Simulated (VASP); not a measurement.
Crystal: SiSn5.

```
CELL_PARAMETERS angstrom
3.54546 0.00000 0.00000
-1.77273 3.07046 0.00000
0.00000 0.00000 17.91623
ATOMIC_POSITIONS crystal
Si 0.00000 0.00000 0.00000
Sn 0.66667 0.33333 0.83495
Sn 0.00000 0.00000 0.66732
Sn 0.66667 0.33333 0.50000
Sn 0.00000 0.00000 0.33268
Sn 0.66667 0.33333 0.16505
```

The cell was built from a structure type or drawn by symmetry, and may not be a known phase.

* Program: VASP 6.6.1
* Task: relaxation of cell and atoms
* Functional: PBE
* Potentials or basis: VASP PAW PBE potentials, release 64 (Si, Sn_d)
* Cutoff: 600 eV
* k mesh: 6 × 6 × 1
* Occupations: gaussian, width 0.1 eV
* Spin: no spin polarisation

At the start: pressure -6.3 GPa; volume 32.51 Å³/atom.

Question: Where does the relaxation end?

Answer: Over 27 steps the energy falls by 239.4 meV/atom and the volume is 25.75 Å³/atom (-20.8 %); space group P-6m2 (No. 187, to 0.1 Å) before and after.

The path:
```
step  energy change (eV)  largest force (eV/Å)  pressure (GPa)  volume (Å³)
   1              0.0000                0.3763           -6.34       195.04
   2             -0.8765                0.6417           -0.58       160.91
   3             -0.8819                0.6665            0.14       158.56
   4             -0.9320                0.6469            0.19       158.11
   5             -1.0481                0.5170            0.29       156.70
   6             -1.1437                0.2357            0.58       153.64
   7             -0.3198                2.1096            9.97       146.49
   8             -1.1717                0.3257            1.00       152.70
   9             -1.1956                0.4607           -1.53       160.70
  10             -1.2101                0.4759           -2.20       163.48
  11             -1.1927                0.3864           -3.31       169.06
  12             -1.2155                0.4672           -2.46       164.98
  13             -1.2286                0.4532           -2.67       165.70
  14             -1.2361                0.4290           -2.80       166.56
  15             -1.2523                0.4355           -2.58       165.80
  16             -1.2946                0.4535           -2.01       163.50
  17             -1.3471                0.4937           -0.67       158.98
  18             -1.3016                0.5811            2.73       150.16
  19             -1.3556                0.5194            0.17       156.47
  20             -1.3647                0.4833            0.18       156.27
  21             -1.3885                0.3795            0.18       155.67
  22             -1.4176                0.1929            0.28       154.48
  23             -1.4284                0.0980            0.74       152.11
  24             -1.4303                0.1214            0.55       152.82
  25             -1.4361                0.0489           -0.11       154.69
  26             -1.4361                0.0428           -0.14       154.80
  27             -1.4367                0.0233            0.16       154.52
```

Final structure:
```
CELL_PARAMETERS angstrom
3.52712 0.00000 0.00000
-1.76356 3.05458 0.00000
0.00000 0.00000 14.34254
ATOMIC_POSITIONS crystal
Si 0.00000 0.00000 0.00000
Sn 0.66667 0.33333 0.85785
Sn 0.00000 0.00000 0.67932
Sn 0.66667 0.33333 0.50000
Sn 0.00000 0.00000 0.32068
Sn 0.66667 0.33333 0.14215
```

Caveat: the volume moved by over 15 % at a fixed basis, so the end points are rough.
